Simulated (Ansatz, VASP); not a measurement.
**One calculation of Cd, two programs**

INCAR

```
PREC = Accurate
ENCUT = 520
EDIFF = 1E-6
ISMEAR = 0
SIGMA = 0.15
LREAL = False
LASPH = True
NELM = 60
ALGO = Fast
ISIF = 2
LWAVE = False
LCHARG = False
GGA = PE
NBANDS = 12
```

The input KPOINTS:

```
regular mesh
0
Gamma
  18 18 18
```

Contents of POSCAR:

```
Cd
1.0
    0.0000000000      2.3127209431      2.3127209431
    2.3127209431      0.0000000000      2.3127209431
    2.3127209431      2.3127209431      0.0000000000
Cd
1
Direct
    0.0000000000      0.0000000000      0.0000000000
```

Input for Ansatz:

```yaml
crystal:
  lattice:
    - [0.0, 2.3127209431, 2.3127209431]
    - [2.3127209431, 0.0, 2.3127209431]
    - [2.3127209431, 2.3127209431, 0.0]
  atoms:
    - { symbol: Cd, position: [0.0, 0.0, 0.0] }
basis:
  ecutwfc: 420
kpoints:
  mp_grid: { grid: [18, 18, 18] }
hamiltonian:
  xc: pbe
scf:
  occupations: { method: gaussian, width: 0.15 }
output:
  forces: true
  stress: true
  eigenvalues: true
```

Alike in both runs: task single point; functional PBE; k mesh 18 × 18 × 18; occupations gaussian, width 0.15 eV; no spin polarisation.

```csv
,VASP,Ansatz
version,VASP 6.6.1,Ansatz 0.2.0
potentials or method,"VASP PAW PBE potentials, release 64 (Cd), cutoff 520 eV","scalar-relativistic, plane waves, PAW"
valence electrons in the cell,12,20
```

```tsv
	VASP	Ansatz	Ansatz less VASP
gap on the k mesh at the Fermi level (eV)	none	none	-
pressure (GPa)	-2.4	-2.6	-0.19
```

A gap of «none» marks a metal or a gap that the smearing closes. With one functional, cell and mesh, what is left measures potentials, basis and numerics. VASP's potentials hold 12 valence electrons a cell and Ansatz's 20, so a difference there can come from the potentials and not from the codes.
